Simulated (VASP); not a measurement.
Wanted: the native input for a VASP 6.6.1 run.

- Task: single point
- Functional: PBE
- Potentials or basis: VASP PAW PBE potentials, release 64 (Al, B, W_sv)
- Cutoff: 520 eV
- k mesh: 6 × 6 × 3
- Occupations: gaussian, width 0.2 eV
- Spin: no spin polarisation
- Dipole correction: no
- Further INCAR settings: ALGO = Normal; EDIFF = 1e-06; NBANDS = 24

The structure of Al3B2W lies in POSCAR:

```
Al3B2W
1.0
    4.6260899293     -1.6240234896      0.0030634519
    4.6260899293      1.6240234896      0.0030634519
   -3.9647895038      0.0000000000      4.8276461298
Al B W
3 2 1
Direct
    0.5817673607      0.5817673607      0.8474092530
    0.4239721367      0.4239721367      0.1553005074
    0.1792485240      0.1792485240      0.5895287015
    0.8817425710      0.8817425710      0.8427775483
    0.1098931028      0.1098931028      0.1512204629
    0.8233763648      0.8233763648      0.4137635270
```

The cell was built from a structure type or drawn by symmetry, and may not be a known phase.

The input as run:

INCAR

```
SYSTEM = Al3B2W
  PREC = Accurate
  ENCUT = 520
  EDIFF = 1E-6
  ISMEAR = 0
  SIGMA = 0.2
  LREAL = .FALSE.
  LASPH = .TRUE.
  NELM = 80
  ALGO = Normal
  ISIF = 2
  LWAVE = .FALSE.
  LCHARG = .FALSE.
  GGA = PE
  NBANDS = 24
```

KPOINTS

```
regular mesh
0
G
  6 6 3
  0 0 0
```

Potentials or basis: VASP PAW PBE potentials, release 64 (Al, B, W_sv).

The run is started by

```console
$ cat potpaw_PBE.64/Al/POTCAR potpaw_PBE.64/B/POTCAR potpaw_PBE.64/W_sv/POTCAR > POTCAR
$ mpirun -np 1 vasp_std > vasp.out
```

It gave:

```
Pressure               : 0.1 GPa
Largest force          : 0.048 eV/Å
Band gap on the k mesh : zero (an odd number of electrons rules out a gap without spin polarisation)
```

Caveat: spin-orbit coupling is left out, which moves the levels of the heavy elements.

It took 2.5 min on 1 thread of Intel Xeon 8259CL, on a shared host, peak memory 0.27 GiB.
